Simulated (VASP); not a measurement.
# W in VASP: a series of runs

Aim: see how the results for W move with the level of theory and the settings. Levels: PBE, PBE+D3(BJ). Tasks: single point.

All numbers are computed with VASP 6.6.1; they aren't measurements. Logs are shortened: lines on timing, memory, paths and dates and some standing lists are left out, and cuts for length are marked.

### 1 The cell of the first run

The cell holds a slab with vacuum, 6 atoms: a = 3.183 Å, b = 3.183 Å, c = 23.959 Å, α = 90.00°, β = 90.00°, γ = 90.00°.

### 2 Single point, PBE

File INCAR:

```
ALGO = Normal
EDIFF = 1E-6
ENCUT = 520
GGA = PE
ISIF = 2
ISMEAR = -1
LASPH = True
LCHARG = False
LREAL = False
LWAVE = False
NBANDS = 51
NELM = 100
PREC = Accurate
SIGMA = 0.08
```

File KPOINTS:

```
k-points
0
Gamma
  11 11 1
```

File POSCAR:

```
W
1.0
    3.1834185694      0.0000000000      0.0000000000
    0.0000000000      3.1834185694      0.0000000000
    0.0000000000      0.0000000000     23.9585000000
W
6
Direct
    0.2500000000      0.2500000000      0.3404682231
    0.7500000000      0.7500000000      0.3990730829
    0.2500000000      0.2500000000      0.4678512185
    0.7500000000      0.7500000000      0.5321487837
    0.2500000000      0.2500000000      0.6009269158
    0.7500000000      0.7500000000      0.6595317760
```

Potentials or basis: VASP PAW PBE potentials, release 64 (W_sv).

Launch:

```
> cat potpaw_PBE.64/W_sv/POTCAR > POTCAR
> mpirun -np 1 vasp_std > vasp.out
```

OUTCAR:

```text
EDIFF = 1E-6
   ENCUT = 520
   GGA = PE
   ISIF = 2
   ISMEAR = -1
   LASPH = True
   LREAL = False
   NELM = 100
   PREC = Accurate

 ion  position               nearest neighbor table
   1  0.250  0.250  0.340-   2 2.65   2 2.65   2 2.65   2 2.65   3 3.05
   2  0.750  0.750  0.399-   1 2.65   1 2.65   1 2.65   1 2.65   3 2.79   3 2.79   3 2.79   3 2.79
                             4 3.19
   3  0.250  0.250  0.468-   4 2.73   4 2.73   4 2.73   4 2.73   2 2.79   2 2.79   2 2.79   2 2.79
                             1 3.05   5 3.19
   4  0.750  0.750  0.532-   3 2.73   3 2.73   3 2.73   3 2.73   5 2.79   5 2.79   5 2.79   5 2.79
                             6 3.05   2 3.19
   5  0.250  0.250  0.601-   6 2.65   6 2.65   6 2.65   6 2.65   4 2.79   4 2.79   4 2.79   4 2.79
                             3 3.19
   6  0.750  0.750  0.660-   5 2.65   5 2.65   5 2.65   5 2.65   4 3.05

  LATTYP: Found a simple tetragonal cell.
 ALAT       =     3.1834185694
 C/A-ratio  =     7.5260288516

  Lattice vectors:

 A1 = (   3.1834185694,   0.0000000000,   0.0000000000)
 A2 = (   0.0000000000,   3.1834185694,   0.0000000000)
 A3 = (   0.0000000000,   0.0000000000,  23.9585000000)

Analysis of symmetry for initial positions (statically):
=====================================================================
 Subroutine PRICEL returns:
 Original cell was already a primitive cell.

 Routine SETGRP: Setting up the symmetry group for a
 simple tetragonal supercell.

 Subroutine GETGRP returns: Found 16 space group operations
 (whereof  4 operations were pure point group operations)
 out of a pool of 16 trial point group operations.

The static configuration has the point symmetry C_2h.
 The point group associated with its full space group is D_4h.

Analysis of symmetry for dynamics (positions and initial velocities):
=====================================================================
 Subroutine PRICEL returns:
 Original cell was already a primitive cell.

 Routine SETGRP: Setting up the symmetry group for a
 simple tetragonal supercell.

 Subroutine GETGRP returns: Found 16 space group operations
 (whereof  4 operations were pure point group operations)
 out of a pool of 16 trial point group operations.

The dynamic configuration has the point symmetry C_2h.
 The point group associated with its full space group is D_4h.

 Subroutine INISYM returns: Found 16 space group operations
 (whereof  4 operations are pure point group operations),
[... 101 lines left out ...]
   LREAL  =      F    real-space projection
   EDIFFG = 0.1E-04   stopping-criterion for IOM
   NSW    =      0    number of steps for IOM
   IBRION =     -1    ionic relax: 0-MD 1-quasi-New 2-CG
   NFREE  =      0    steps in history (QN), initial steepest desc. (CG)
   ISIF   =      2    stress and relaxation
   ISYM   =      2    0-nonsym 1-usesym 2-fastsym
   POTIM  = 0.5000    time-step for ionic-motion
   TEBEG  =    0.0;   TEEND  =   0.0 temperature during run
   PSTRESS=    0.0 pullay stress
   NELECT =      84.0000    total number of electrons
   NUPDOWN=      -1.0000    fix difference up-down
   EMIN   =  10.00;   EMAX   =-10.00  energy-range for DOS
   EFERMI =   0.00;   METHOD = LEGACY
   ISMEAR =    -1;   SIGMA  =   0.08  broadening in eV -4-tet -1-fermi 0-gaus
   EFERMI_NEDOS =   21; number of points for ismear=-14 and -15
   IALGO  =     38    algorithm
   IMIX   =      4    mixing-type and parameters
     AMIX     =   0.40;   BMIX     =  1.00
     AMIX_MAG =   1.60;   BMIX_MAG =  1.00
  volume/ion in A,a.u.               =      40.47       273.08
  Fermi-wavevector in a.u.,A,eV,Ry     =   1.149262  2.171789 17.970605  1.320802
  Thomas-Fermi vector in A             =   2.285932
   LORBIT       =      0    0 simple, 1 ext, 2 COOP (PROOUT), +10 PAW based schemes
   GGA     = PE    functional components
   LHFCALC =     F    Hartree Fock is set to
   AEXX    =    0.0000 exact exchange contribution
   IVDW    =     0    specifies the selected vdW correction
   LEPSILON=     F    determine dielectric tensor
   LRPA    =     F    only Hartree local field effects (RPA)
 non-spin polarized calculation
  energy-cutoff  :      520.00
  volume of cell :      242.80
 maximum number of plane-waves:      6614
 NGX is ok and might be reduce to    24
   NGX = 11   NGY = 11   NGZ = 89

 number of electron      83.9999992 magnetization

 Free energy of the ion-electron system (eV)
  ---------------------------------------------------
  ext. energy  EPLUGINS =         0.00000000
  ---------------------------------------------------
  free energy    TOTEN  =       -72.72612650 eV

  energy without entropy =      -72.60471465  energy(sigma->0) =      -72.66542058

 E-fermi :   1.9645     XC(G=0):  -6.3319

 val. band max:        1.9302278650   @ k =   0.4545   0.1818   0.0000
 cond. band min:       1.9717699765   @ k =   0.1818   0.0909   0.0000
 fundamental gap:      0.0415421115
 Fermi energy:         1.9645176119

 k-point     1 :       0.0000    0.0000    0.0000
  band No.  band energies     occupation
      1     -71.9742      2.00000
      2     -71.9021      2.00000
      3     -71.8640      2.00000
      4     -71.8146      2.00000
      5     -71.7007      2.00000
      6     -71.6986      2.00000
[... 1123 lines left out ...]
     50       5.0844      0.00000
     51       5.2627      0.00000

------------------------ aborting loop because EDIFF is reached ----------------------------------------

  FORCE on cell =-STRESS in cart. coord.  units (eV):
  Direction    XX          YY          ZZ          XY          YZ          ZX
  --------------------------------------------------------------------------------------
  -------------------------------------------------------------------------------------
  Total       -3.0319218     -3.0319218      0.2711877      0.0000000      0.0000000      0.0000000
  in kB      -20.0069767    -20.0069767      1.7895071      0.0000000      0.0000000      0.0000000
  external PRESSURE =     -12.7414821 kB  Pullay stress =       0.0000000 kB

 VOLUME and BASIS-vectors are now :
 -----------------------------------------------------------------------------
  energy-cutoff  :      520.00
  volume of cell :      242.80
      direct lattice vectors                 reciprocal lattice vectors
     3.183418569  0.000000000  0.000000000     0.314127715  0.000000000  0.000000000
     0.000000000  3.183418569  0.000000000     0.000000000  0.314127715  0.000000000
     0.000000000  0.000000000 23.958500000     0.000000000  0.000000000  0.041738840

 POSITION                                       TOTAL-FORCE (eV/Angst)
 -----------------------------------------------------------------------------------
      0.79585      0.79585      8.15711        -0.000000     -0.000000     -0.043720
      2.38756      2.38756      9.56119        -0.000000      0.000000      0.000150
      0.79585      0.79585     11.20901         0.000000      0.000000     -0.006504
      2.38756      2.38756     12.74949         0.000000     -0.000000      0.006504
      0.79585      0.79585     14.39731        -0.000000      0.000000     -0.000150
      2.38756      2.38756     15.80139        -0.000000     -0.000000      0.043720
 -----------------------------------------------------------------------------------
    total drift:                                0.000000     -0.000000     -0.000000

  FREE ENERGIE OF THE ION-ELECTRON SYSTEM (eV)
  ---------------------------------------------------
  free  energy   TOTEN  =       -72.7261264988 eV

  energy  without entropy=      -72.6047146517  energy(sigma->0) =      -72.66542058
```

stdout:

```text
POSCAR found type information on POSCAR W
 POSCAR found :  1 types and       6 ions
 scaLAPACK will be used
 LDA part: xc-table for (Slater+PW92), standard interpolation
 POSCAR, INCAR and KPOINTS ok, starting setup
 FFT: planning ... GRIDC
 FFT: planning ... GRID_SOFT
 FFT: planning ... GRID
 WAVECAR not read
 entering main loop
```

It took 3.4 min on 1 thread of Intel Xeon 6975P-C (Granite Rapids), shared host; peak memory 0.41 GiB.

What came out:

```
Free energy            : -72.7261 eV
Largest force          : 0.044 eV/Å
Band gap on the k mesh : zero (bands 42 and 43 overlap by 1.80 eV)
```

Forces in eV/Å, atoms in the order of the input:
```
W    0.000  0.000 -0.044
W    0.000  0.000  0.000
W    0.000  0.000 -0.007
W    0.000  0.000  0.007
W    0.000  0.000  0.000
W    0.000  0.000  0.044
```

Caveat: spin-orbit coupling is left out, which moves the levels of the heavy elements.

### 3 Single point, PBE

File INCAR:

```
ALGO = Normal
DIPOL = 0.5 0.5 0.500
EDIFF = 1E-6
ENCUT = 400
GGA = PE
GGA_COMPAT = False
IDIPOL = 3
ISIF = 2
ISMEAR = -1
LASPH = True
LCHARG = False
LDIPOL = True
LREAL = False
LWAVE = False
NBANDS = 51
NELM = 120
NELMDL = -8
PREC = Accurate
SIGMA = 0.08
```

KPOINTS is that of step 2.

File POSCAR:

```
W
1.0
    3.1834185691      0.0000000000      0.0000000000
    0.0000000000      3.1834185691      0.0000000000
    0.0000000000      0.0000000000     23.9585000000
W
6
Direct
    0.2500000000      0.2500000000      0.3339097518
    0.7500000000      0.7500000000      0.4003458511
    0.2500000000      0.2500000000      0.4667819504
    0.7500000000      0.7500000000      0.5332180496
    0.2500000000      0.2500000000      0.5996541489
    0.7500000000      0.7500000000      0.6660902482
```

Potentials or basis: VASP PAW PBE potentials, release 64 (W_sv).

Launch:

```
> cat potpaw_PBE.64/W_sv/POTCAR > POTCAR
> mpirun -np 1 vasp_std > vasp.out
```

It took 5.7 min on 1 thread of Intel Xeon Platinum 8488C (Sapphire Rapids), shared host; peak memory 0.32 GiB.

It converged, with:

```
Free energy            : -72.3748 eV
Largest force          : 1.765 eV/Å
Band gap on the k mesh : zero (bands 42 and 43 overlap by 1.95 eV)
```

Forces in eV/Å, atoms in the order of the input:
```
W    0.000  0.000  1.765
W    0.000  0.000 -1.682
W    0.000  0.000  0.003
W    0.000  0.000 -0.003
W    0.000  0.000  1.682
W    0.000  0.000 -1.765
```

Levels at points of the mesh, in eV from the Fermi level:
| k point | band 40 | band 41 | band 42 | band 43 | band 44 | band 45 |
| --- | --- | --- | --- | --- | --- | --- |
| (0.00, 0.00, 0.00) | -0.30 | -0.30 | -0.28 | -0.24 | 0.02 | 0.32 |

Caveat: spin-orbit coupling is left out, which moves the levels of the heavy elements.

### 4 Single point, PBE

File INCAR:

```
SYSTEM = W
  ALGO = Normal
  DIPOL = 0.5 0.5 0.500
  EDIFF = 1E-6
  ENCUT = 400
  GGA = PE
  GGA_COMPAT = .FALSE.
  IDIPOL = 3
  ISIF = 2
  ISMEAR = -1
  LASPH = .TRUE.
  LCHARG = .FALSE.
  LDIPOL = .TRUE.
  LREAL = .FALSE.
  LWAVE = .FALSE.
  NBANDS = 51
  NELM = 120
  NELMDL = -8
  PREC = Accurate
  SIGMA = 0.08
```

File KPOINTS:

```
k-points
0
G
  11 11 1
  0 0 0
```

File POSCAR:

```
W
1.0
    3.1834185691      0.0000000000      0.0000000000
    0.0000000000      3.1834185691      0.0000000000
    0.0000000000      0.0000000000     23.9585000000
W
6
Direct
    0.2500000000      0.2500000000      0.3404682266
    0.7500000000      0.7500000000      0.3990730859
    0.2500000000      0.2500000000      0.4678512158
    0.7500000000      0.7500000000      0.5321487800
    0.2500000000      0.2500000000      0.6009269156
    0.7500000000      0.7500000000      0.6595317761
```

Launch:

```
> cat potpaw_PBE.64/W_sv/POTCAR > POTCAR
> mpirun -np 1 vasp_std > vasp.out
```

Run time: 6.2 min. Hardware: 1 thread of Intel Xeon Platinum 8488C (Sapphire Rapids), shared host; peak memory 0.34 GiB.

The run converged. Its results:

- Free energy: -72.7266 eV
- Largest force: 0.043 eV/Å
- Band gap on the k mesh: zero (bands 42 and 43 overlap by 1.80 eV)

Forces on the atoms (eV/Å):
```
W    0.000  0.000 -0.043
W    0.000  0.000 -0.001
W    0.000  0.000 -0.007
W    0.000  0.000  0.007
W    0.000  0.000  0.001
W    0.000  0.000  0.043
```

Levels at points of the mesh, in eV from the Fermi level:
| k point | band 38 | band 39 | band 40 | band 41 | band 42 | band 43 | band 44 | band 45 | band 46 | band 47 |
| --- | --- | --- | --- | --- | --- | --- | --- | --- | --- | --- |
| (0.00, 0.00, 0.00) | -0.73 | -0.73 | -0.42 | -0.23 | -0.23 | -0.21 | -0.19 | 0.57 | 0.57 | 0.71 |

Caveat: spin-orbit coupling is left out, which moves the levels of the heavy elements.

### 5 Single point, PBE

File INCAR:

```
SYSTEM = W
  ALGO = Normal
  EDIFF = 1E-6
  ENCUT = 400
  GGA = PE
  GGA_COMPAT = .False.
  ISIF = 2
  ISMEAR = -1
  LASPH = .True.
  LCHARG = .False.
  LREAL = .False.
  LWAVE = .False.
  NBANDS = 51
  NELM = 120
  NELMDL = -8
  PREC = Accurate
  SIGMA = 0.08
```

File KPOINTS:

```
k-points
0
Gamma
  11 11 1
  0 0 0
```

POSCAR is that of step 4.

Launch:

```
> cat potpaw_PBE.64/W_sv/POTCAR > POTCAR
> mpirun -np 1 vasp_std > vasp.out
```

Wall time 6.8 min (1 thread of Intel Xeon Platinum 8488C (Sapphire Rapids), shared host); peak memory 0.33 GiB.

Results (log left out):

```yaml
Free_energy: -72.7266 eV
Largest_force: 0.043 eV/Å
Band_gap_on_the_k_mesh: zero (bands 42 and 43 overlap by 1.80 eV)
```

Forces in eV/Å, atoms in the order of the input:
```
W    0.000  0.000 -0.043
W    0.000  0.000 -0.001
W    0.000  0.000 -0.007
W    0.000  0.000  0.007
W    0.000  0.000  0.001
W    0.000  0.000  0.043
```

Levels at points of the mesh, in eV from the Fermi level:
```csv
k point,band 38,band 39,band 40,band 41,band 42,band 43,band 44,band 45,band 46,band 47
"(0.00, 0.00, 0.00)",-0.73,-0.73,-0.42,-0.23,-0.23,-0.21,-0.19,0.57,0.57,0.71
```

Caveat: spin-orbit coupling is left out, which moves the levels of the heavy elements.

### 6 Single point, PBE+D3(BJ)

File INCAR:

```
PREC = Accurate
ENCUT = 400
EDIFF = 1E-6
ISMEAR = -1
SIGMA = 0.08
LREAL = False
LASPH = True
NELM = 120
ALGO = Normal
ISIF = 2
LWAVE = False
LCHARG = False
LDIPOL = True
IDIPOL = 3
DIPOL = 0.5 0.5 0.500
GGA = PE
IVDW = 12
NBANDS = 51
GGA_COMPAT = False
NELMDL = -8
```

File KPOINTS:

```
regular mesh
0
Gamma
  11 11 1
```

POSCAR is that of step 5.

Potentials or basis: VASP PAW PBE potentials, release 64 (W_sv).

Launch:

```
> cat potpaw_PBE.64/W_sv/POTCAR > POTCAR
> mpirun -np 1 vasp_std > vasp.out
```

OUTCAR:

```text
PREC = Accurate
   ENCUT = 400
   EDIFF = 1E-6
   ISMEAR = -1
   LREAL = False
   LASPH = True
   NELM = 120
   ISIF = 2
   GGA = PE
   IVDW = 12
   NELMDL = -8
 IVDW          = 12

 ion  position               nearest neighbor table
   1  0.250  0.250  0.340-   2 2.65   2 2.65   2 2.65   2 2.65   3 3.05
   2  0.750  0.750  0.399-   1 2.65   1 2.65   1 2.65   1 2.65   3 2.79   3 2.79   3 2.79   3 2.79
                             4 3.19
   3  0.250  0.250  0.468-   4 2.73   4 2.73   4 2.73   4 2.73   2 2.79   2 2.79   2 2.79   2 2.79
                             1 3.05   5 3.19
   4  0.750  0.750  0.532-   3 2.73   3 2.73   3 2.73   3 2.73   5 2.79   5 2.79   5 2.79   5 2.79
                             6 3.05   2 3.19
   5  0.250  0.250  0.601-   6 2.65   6 2.65   6 2.65   6 2.65   4 2.79   4 2.79   4 2.79   4 2.79
                             3 3.19
[... 1351 lines left out ...]
  external pressure =      -31.01 kB  Pullay stress =        0.00 kB

 VOLUME and BASIS-vectors are now :
 -----------------------------------------------------------------------------
  energy-cutoff  :      400.00
  volume of cell :      242.80
      direct lattice vectors                 reciprocal lattice vectors
     3.183418569  0.000000000  0.000000000     0.314127715  0.000000000  0.000000000
     0.000000000  3.183418569  0.000000000     0.000000000  0.314127715  0.000000000
     0.000000000  0.000000000 23.958500000     0.000000000  0.000000000  0.041738840

 POSITION                                       TOTAL-FORCE (eV/Angst)
 -----------------------------------------------------------------------------------
      0.79585      0.79585      8.15711         0.000000     -0.000000      0.118632
      2.38756      2.38756      9.56119         0.000000      0.000000      0.130255
      0.79585      0.79585     11.20901        -0.000000      0.000000      0.048110
      2.38756      2.38756     12.74949        -0.000000     -0.000000     -0.048110
      0.79585      0.79585     14.39731         0.000000      0.000000     -0.130255
      2.38756      2.38756     15.80139         0.000000      0.000000     -0.118632
 -----------------------------------------------------------------------------------
    total drift:                                0.000000      0.000000      0.000369

  FREE ENERGIE OF THE ION-ELECTRON SYSTEM (eV)
  ---------------------------------------------------
  free  energy   TOTEN  =       -75.7391480025 eV

  energy  without entropy=      -75.6177455429  energy(sigma->0) =      -75.67844677

 vacuum level on the upper side and lower side of the slab         5.985         5.985
```

OSZICAR:

```text
N       E                     dE             d eps       ncg     rms          rms(c)
DAV:   1     0.964030930601E+03    0.96403E+03   -0.48236E+04  2646   0.136E+03
DAV:   2    -0.341705584263E+02   -0.99820E+03   -0.97756E+03  2400   0.472E+02
DAV:   3    -0.763449751555E+02   -0.42174E+02   -0.40867E+02  2656   0.994E+01
[... 22 lines left out ...]
DAV:  26    -0.727266270457E+02   -0.45000E-05   -0.54652E-07  1534   0.350E-03    0.142E-03
DAV:  27    -0.727266320676E+02   -0.50219E-05   -0.26741E-07  1478   0.180E-03    0.552E-04
DAV:  28    -0.727266361244E+02   -0.40567E-05   -0.16855E-07  1424   0.245E-03    0.795E-04
DAV:  29    -0.727266375053E+02   -0.13809E-05   -0.52591E-08  1332   0.109E-03    0.525E-04
DAV:  30    -0.727266378697E+02   -0.36441E-06   -0.19908E-08  1230   0.573E-04
   1 F= -.75739148E+02 E0= -.75678447E+02  d E =-.121402E+00
```

stdout:

```text
POSCAR found type information on POSCAR W
 POSCAR found :  1 types and       6 ions
 scaLAPACK will be used
 LDA part: xc-table for (Slater+PW92), standard interpolation
 POSCAR, INCAR and KPOINTS ok, starting setup
 FFT: planning ... GRIDC
 FFT: planning ... GRID_SOFT
 FFT: planning ... GRID
 WAVECAR not read
 entering main loop
```

It took 4.7 min on 1 thread of Intel Xeon Platinum 8488C (Sapphire Rapids), shared host; peak memory 0.34 GiB.

What came out:

* Free energy: -75.7391 eV
* Largest force: 0.130 eV/Å
* Band gap on the k mesh: zero (bands 42 and 43 overlap by 1.80 eV)
* Dispersion energy per atom: -0.502 eV

Forces on the atoms (eV/Å):
```
W    0.000  0.000  0.119
W    0.000  0.000  0.130
W    0.000  0.000  0.048
W    0.000  0.000 -0.048
W    0.000  0.000 -0.130
W    0.000  0.000 -0.119
```

Levels at points of the mesh, in eV from the Fermi level:
| k point | band 39 | band 40 | band 41 | band 42 | band 43 | band 44 | band 45 | band 46 |
| --- | --- | --- | --- | --- | --- | --- | --- | --- |
| (0.00, 0.00, 0.00) | -0.73 | -0.42 | -0.23 | -0.23 | -0.21 | -0.19 | 0.57 | 0.57 |

Caveat: three body term missing; spin-orbit coupling is left out, which moves the levels of the heavy elements.

### 7 Summary

| level | cell | cutoff (eV) | dipole correction | gap on the mesh (eV) | largest force (eV/Å) |
| --- | --- | --- | --- | --- | --- |
| PBE | as given, atomic positions A | 520 | no | none | 0.04 |
| PBE | as given, atomic positions B | 400 | yes | none | 1.77 |
| PBE | as given, atomic positions A | 400 | yes | none | 0.04 |
| PBE | as given, atomic positions A | 400 | no | none | 0.04 |
| PBE+D3(BJ) | as given, atomic positions A | 400 | yes | none | 0.13 |

Alike in all rows: task single point; potentials or basis VASP PAW PBE potentials, release 64 (W_sv); no spin polarisation; k mesh 11 × 11 × 1; smearing fermi-dirac 0.08 eV.

Caveats: spin-orbit coupling is left out, which moves the levels of the heavy elements; three body term missing (at least some runs).

Absolute energies hang on the potentials; compare differences alone.
